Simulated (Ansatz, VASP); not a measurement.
**PbO2: VASP beside Ansatz**

Contents of POSCAR:

```
PbO2
1.0
    0.0000000000      2.7110441258      2.7110441258
    2.7110441258      0.0000000000      2.7110441258
    2.7110441258      2.7110441258      0.0000000000
Pb O
1 2
Direct
    0.0000000000      0.0000000000      0.0000000000
    0.2500000000      0.2500000000      0.2500000000
    0.7500000000      0.7500000000      0.7500000000
```

INCAR.step1

```
  PREC = Accurate
  ENCUT = 520
  ISMEAR = 0
  SIGMA = 0.1
  LREAL = False
  LASPH = True
  NELM = 80
  NBANDS = 20
  GGA = PE
  ALGO = Normal
  EDIFF = 1E-4
  LWAVE = True
  LCHARG = False
```

Contents of INCAR.step2:

```
  PREC = Accurate
  ENCUT = 520
  EDIFF = 1E-6
  ISMEAR = 0
  SIGMA = 0.1
  LREAL = False
  LASPH = True
  NELM = 80
  ALGO = Normal
  ISIF = 2
  LWAVE = False
  LCHARG = False
  METAGGA = R2SCAN
  LMIXTAU = True
  NBANDS = 20
  ISTART = 1
```

File KPOINTS:

```
regular mesh
0
Gamma
  14 14 14
```

Input for Ansatz:

```yaml
crystal:
  lattice:
    - [0.0, 2.7110441258, 2.7110441258]
    - [2.7110441258, 0.0, 2.7110441258]
    - [2.7110441258, 2.7110441258, 0.0]
  atoms:
    - { symbol: Pb, position: [0.0, 0.0, 0.0] }
    - { symbol: O, position: [0.25, 0.25, 0.25] }
    - { symbol: O, position: [0.75, 0.75, 0.75] }
basis:
  ecutwfc: 500
kpoints:
  mp_grid: { grid: [14, 14, 14] }
hamiltonian:
  xc: r2scan
scf:
  occupations: { method: gaussian, width: 0.1 }
output:
  forces: true
  stress: true
  eigenvalues: true
  write_density: true
  write_potential: true
  elf: true
  volumetric_format: npy
```

Alike in both runs: task single point; functional r2SCAN; k mesh 14 × 14 × 14; occupations gaussian, width 0.1 eV; no spin polarisation.

|  | VASP | Ansatz |
| --- | --- | --- |
| version | VASP 6.6.1 | Ansatz 0.2.0 |
| potentials or method | VASP PAW PBE potentials, release 64 (Pb_d, O), cutoff 520 eV | scalar-relativistic, plane waves, PAW |
| valence electrons in the cell | 26 | 26 |

|  | VASP | Ansatz | Ansatz less VASP |
| --- | --- | --- | --- |
| gap on the k mesh at the Fermi level (eV) | none | none | - |
| pressure (GPa) | -7.2 | -8.1 | -0.89 |

VASP's potentials were made for PBE, not for r2SCAN. A gap of «none» marks a metal or a gap that the smearing closes. With one functional, cell and mesh, what is left measures potentials, basis and numerics.

Spin-orbit coupling is off throughout.
